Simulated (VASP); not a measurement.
Here is a VASP 6.6.1 calculation.

The input INCAR:

```
SYSTEM = Na7Cl8
PREC = Accurate ; ENCUT = 520
EDIFF = 1E-6 ; ISMEAR = -1
SIGMA = 0.05 ; LREAL = Auto
LASPH = .True. ; NELM = 60
ALGO = Normal ; ISIF = 2
LWAVE = .False. ; LCHARG = .True.
LELF = .True. ; LVHAR = .True.
NBANDS = 66 ; NELECT = 106.0
```

KPOINTS

```
Automatic mesh
0
Gamma
  2 2 2
  0 0 0
```

File POSCAR:

```
Na7Cl8
1.0
    0.0000000000      5.9615940000      5.9615940000
    5.9615940000      0.0000000000      5.9615940000
    5.9615940000      5.9615940000      0.0000000000
Na Cl
7 8
Direct
    0.0212862533      0.0288177960     -0.0335816226
    0.1011726059     -0.0714154637      0.4848116125
   -0.1093331750      0.4593234628      0.0740909227
   -0.0085631460      0.5285247536      0.4310172749
    0.5214544969     -0.0215881860     -0.0019625624
    0.4872522349      0.1089138241      0.4395971950
    0.4441429591      0.5529896870     -0.0745773697
    0.2464777038      0.2668581591      0.2280262628
    0.3245189122      0.1945368973      0.7299641673
    0.2382416515      0.7132488392      0.1977994476
    0.2108328746      0.7161004255      0.7441130677
    0.8152265988      0.1683861732      0.3179434896
    0.8083911786      0.3378962070      0.7746418156
    0.6557726004      0.8111505077      0.2999952697
    0.7281693453      0.7363383015      0.8246368337
```

Potentials or basis: VASP PAW LDA potentials, release 64 (Na_pv, Cl).

Command:

```sh
$ cat potpaw_LDA.64/Na_pv/POTCAR potpaw_LDA.64/Cl/POTCAR > POTCAR
$ mpirun -np 1 vasp_std > vasp.out
```

(1) Estimate the largest force.

Results:

(1) 1.406 eV/Å.

Caveat: the k points lie up to 0.46 Å⁻¹ apart; the cell carries a net charge on a neutralising background, which shifts energy and pressure; the atoms stand as in a frame of molecular dynamics.
